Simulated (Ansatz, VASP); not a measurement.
# Ir: VASP beside Ansatz

```
Ir
1.0
     2.75138    0.00688    0.00000
    -1.36973    2.37932    0.00000
     0.00000    0.00000    4.46229
Ir
2
Cartesian
  1.3777 0.7977 3.3467
  0.0040 1.5885 1.1156
```

Change from the starting cell: strain +0.0050 x Voigt [0, 0, 0, 0, 0, 1], atoms carried along.

Alike in both runs: task single point; functional r2SCAN; k mesh 18 × 18 × 12; occupations gaussian, width 0.15 eV; no spin polarisation.

|  | VASP | Ansatz |
| --- | --- | --- |
| version | VASP 6.6.1 | Ansatz 0.2.0 |
| potentials or method | VASP PAW PBE potentials, release 64 (Ir), cutoff 520 eV | scalar-relativistic, plane waves, PAW |
| valence electrons in the cell | 18 | 34 |

Ansatz gave:

| Property | Result |
| --- | --- |
| gap on the k mesh at the Fermi level (eV) | none |
| pressure (GPa) | -8.8 |
| traceless stress, the component that is largest in VASP (GPa) | -0.99 |
| rms of the force components (eV/Å) | 0.003 |

Q: Which values does VASP return?

A: gap on the k mesh at the Fermi level (eV): none; pressure (GPa): -6.6; traceless stress, the component that is largest in VASP (GPa): -1.00; rms of the force components (eV/Å): 0.003.

VASP's potentials were made for PBE, not for r2SCAN. Atom by atom the forces differ by 0.000 eV/Å (rms over components). A gap of «none» marks a metal or a gap that the smearing closes. The functional is the same, so the differences come from potentials, cutoffs and numerics. VASP's potentials hold 18 valence electrons a cell and Ansatz's 34, so a difference there can come from the potentials and not from the codes.

Neither program's run includes spin-orbit coupling.
